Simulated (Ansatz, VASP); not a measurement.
**AlN: VASP beside Ansatz**

Contents of INCAR:

```
  PREC = Accurate
  ENCUT = 600
  EDIFF = 1E-6
  ISMEAR = 0
  SIGMA = 0.01
  LREAL = F
  LASPH = T
  NELM = 60
  ALGO = Normal
  ISIF = 3
  LWAVE = F
  LCHARG = F
  GGA = PS
  IBRION = 2
  NSW = 60
  EDIFFG = -0.01
```

Contents of KPOINTS:

```
Automatic mesh
0
Gamma
  8 8 8
```

POSCAR

```
AlN
1.0
    0.0000000000      2.1839940000      2.1839940000
    2.1839940000      0.0000000000      2.1839940000
    2.1839940000      2.1839940000      0.0000000000
Al N
1 1
Direct
    0.0000000000      0.0000000000      0.0000000000
    0.7500000000      0.7500000000      0.7500000000
```

Input for Ansatz:

```yaml
crystal:
  lattice:
    - [0.0, 2.183994, 2.183994]
    - [2.183994, 0.0, 2.183994]
    - [2.183994, 2.183994, 0.0]
  atoms:
    - { symbol: Al, position: [0.0, 0.0, 0.0] }
    - { symbol: "N", position: [0.75, 0.75, 0.75] }
basis:
  ecutwfc: 571.4391111657479
kpoints:
  mp_grid:
    grid: [8, 8, 8]
hamiltonian:
  xc: pbesol
  dispersion: none
scf:
  occupations:
    method: fixed
relax:
  max_steps: 40
  cell: {}
```

Alike in both runs: task relaxation of cell and atoms; functional PBEsol; k mesh 8 × 8 × 8; no spin polarisation.

|  | VASP | Ansatz |
| --- | --- | --- |
| version | VASP 6.6.1 | Ansatz 0.2.0 |
| potentials or method | VASP PAW PBE potentials, release 64 (Al, N), cutoff 600 eV | plane waves, PAW |
| occupations | gaussian, width 0.01 eV | fixed |
| valence electrons in the cell | 8 | 8 |

VASP gave:

```
relaxed volume (Å³/atom)                                     : 10.48
relaxed cell length with the largest relative difference (Å) : 3.095
```

What did Ansatz give for the same quantities?

Relaxed volume (Å³/atom): 10.49; relaxed cell length with the largest relative difference (Å): 3.095.

VASP's potentials were made for PBE, not for PBEsol.
